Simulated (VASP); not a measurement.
The system is MnH2O2.

```
CELL_PARAMETERS angstrom
3.25000 0.00000 0.00000
-1.62500 2.81458 0.00000
0.00000 0.00000 4.48000
ATOMIC_POSITIONS crystal
Mn 0.00000 0.00000 0.00000
O 0.66667 0.33333 0.77400
O 0.33333 0.66667 0.22600
H 0.66667 0.33333 0.55400
H 0.33333 0.66667 0.44600
```

```yaml
Program: VASP 6.6.1
Task: relaxation of cell and atoms
Functional: PBEsol
Potentials_or_basis: VASP PAW PBE potentials, release 64 (Mn_pv, O, H)
Cutoff: 600 eV
k_mesh: 9 × 9 × 6
Occupations: fermi-dirac, width 0.05 eV
Spin: collinear spin, ferromagnetic start
Starting_moments: "[4.0, 0.0, 0.0, 0.0, 0.0] μB"
```

At the start: pressure 6.4 GPa; volume 8.20 Å³/atom.

Where does the relaxation end?

Over 28 steps the energy falls by 12.5 meV/atom and the volume is 8.58 Å³/atom (+4.6 %); space group P-3m1 (No. 164, to 0.1 Å) before and after; moment 5.00 μB per cell.

Step by step:
```tsv
step	energy change (eV)	largest force (eV/Å)	pressure (GPa)	volume (Å³)
1	0.0000	0.8206	6.41	40.98
2	-0.0176	1.5547	3.16	42.95
3	-0.0417	0.7546	4.26	42.10
4	-0.0508	0.5289	-3.03	43.87
5	-0.0618	0.0697	-0.09	43.10
6	-0.0618	0.0593	-0.01	43.08
7	-0.0619	0.0354	-0.07	43.11
8	-0.0619	0.0485	-0.10	43.12
9	-0.0620	0.0238	-0.19	43.13
10	-0.0621	0.0174	-0.24	43.13
11	-0.0621	0.0133	-0.29	43.14
12	-0.0621	0.0289	-0.39	43.15
13	-0.0621	0.0193	-0.32	43.14
14	-0.0622	0.0066	-0.27	43.11
15	-0.0622	0.0474	-0.12	43.03
16	-0.0623	0.0275	-0.12	43.00
17	-0.0623	0.0082	-0.12	42.97
18	-0.0623	0.0088	-0.08	42.96
19	-0.0623	0.0105	-0.01	42.93
20	-0.0624	0.0245	0.15	42.87
21	-0.0624	0.0142	0.15	42.86
22	-0.0624	0.0406	0.08	42.85
23	-0.0624	0.0234	0.09	42.86
24	-0.0624	0.0101	0.10	42.86
25	-0.0624	0.0141	0.10	42.86
26	-0.0624	0.0186	0.12	42.86
27	-0.0624	0.0156	0.09	42.86
28	-0.0624	0.0090	0.05	42.88
```

Final structure:
```
CELL_PARAMETERS angstrom
3.29954 0.00000 0.00000
-1.64977 2.85748 0.00000
0.00000 0.00000 4.54796
ATOMIC_POSITIONS crystal
Mn 0.00000 0.00000 0.00000
O 0.66667 0.33333 0.76642
O 0.33333 0.66667 0.23358
H 0.66667 0.33333 0.55054
H 0.33333 0.66667 0.44946
```

Caveat: the PAW data sets were made with another functional, which shifts forces and pressure a little; a cell with one magnetic atom can't hold antiferromagnetic order, which such compounds often take.
